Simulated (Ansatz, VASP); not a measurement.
One calculation of CdF2, two programs

```
Cd F
1.0
     0.00000    2.56956    2.78412
     2.56956    0.00000    2.78412
     2.56956    2.56956    0.00000
Cd F
1 2
Cartesian
  0.0000 0.0000 0.0000
  1.2848 1.2848 1.3921
  3.8543 3.8543 4.1762
```

Alike in both runs: task single point; functional PBE; k mesh 8 × 8 × 8; occupations gaussian, width 0.05 eV; no spin polarisation.

```csv
,VASP,Ansatz
version,VASP 6.6.1,Ansatz 0.2.0
potentials or method,"VASP PAW PBE potentials, release 64 (Cd, F), cutoff 520 eV","scalar-relativistic, plane waves, PAW"
valence electrons in the cell,26,34
```

Ansatz gave:

```
gap on the k mesh at the Fermi level (eV)                     : 3.17
least direct gap on the mesh (eV)                             : 3.54
pressure (GPa)                                                : 13.7
traceless stress, the component that is largest in VASP (GPa) : -6.01
```

Task: Estimate VASP's values.

Result: gap on the k mesh at the Fermi level (eV): 3.14; least direct gap on the mesh (eV): 3.50; pressure (GPa): 14.8; traceless stress, the component that is largest in VASP (GPa): -5.89.

VASP's potentials hold 26 valence electrons a cell and Ansatz's 34, so a difference there can come from the potentials and not from the codes.
